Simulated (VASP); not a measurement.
CuO:

```
CELL_PARAMETERS angstrom
2.32613 -1.69981 0.00000
2.32613 1.69981 0.00000
-0.84432 0.00000 5.02392
ATOMIC_POSITIONS crystal
Cu 0.50000 0.00000 0.50000
Cu 0.00000 0.50000 0.00000
O 0.41840 0.58160 0.75000
O 0.58160 0.41840 0.25000
```

Base run:

| Property | Result |
| --- | --- |
| Program | VASP 6.6.1 |
| Functional | PBE |
| Dispersion | D3(BJ) |
| Potentials or basis | VASP PAW PBE potentials, release 64 (Cu_sv_GW, O) |
| Cutoff | 820 eV |
| k mesh | 10 × 10 × 5 |
| Occupations | fermi-dirac, width 0.05 eV |
| Spin | no spin polarisation |

Its results: band gap on the k mesh zero (bands 25 and 26 overlap by 0.60 eV); pressure 4.1 GPa; largest force 0.190 eV/Å.

Q: The run is repeated on the same cell with these changes: functional from PBE to SVWN5; dispersion from D3(BJ) to none. What comes out?

A: Band gap on the k mesh zero (bands 25 and 26 overlap by 0.60 eV); pressure -6.8 GPa; largest force 0.398 eV/Å.

Several settings changed at once.

Caveats: semilocal functionals often make such compounds metallic where correlation or magnetic order opens a gap, which also shifts bond lengths; the cell stands under pressure (at least some runs); the stress differs along the axes, from -9 to -4 GPa (at least some runs); the PAW data sets were made with another functional, which shifts forces and pressure a little (at least some runs).
